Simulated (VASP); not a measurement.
Here is a VASP 6.6.1 calculation.

INCAR

```
ALGO = Normal
EDIFF = 1E-6
ENCUT = 520
GGA = PE
ISIF = 2
ISMEAR = -1
ISPIN = 2
LASPH = True
LCHARG = True
LELF = True
LMAXMIX = 4
LORBIT = 11
LREAL = False
LVHAR = True
LWAVE = False
MAGMOM = 0.6 0.6
NBANDS = 21
NELM = 150
PREC = Accurate
SIGMA = 0.05
```

File KPOINTS:

```
k-points
0
Gamma
  11 11 12
```

File POSCAR:

```
Pd
1.0
    2.7836650458      0.0000000000      0.0000000000
   -1.3918325229      2.4107246453      0.0000000000
    0.0000000000      0.0000000000      4.6288930000
Pd
2
Direct
    0.6666666667      0.3333333333      0.7500000000
    0.3333333333      0.6666666667      0.2500000000
```

Potentials or basis: VASP PAW PBE potentials, release 64 (Pd).

Run with:

```bash
$ cat potpaw_PBE.64/Pd/POTCAR > POTCAR
$ mpirun -np 1 vasp_std > vasp.out
```

(1) What does it give for the site moments?

(2) Predict the net moment.

## Answers

(1) Pd +0.38 μB.

(2) 0.75 μB per cell.
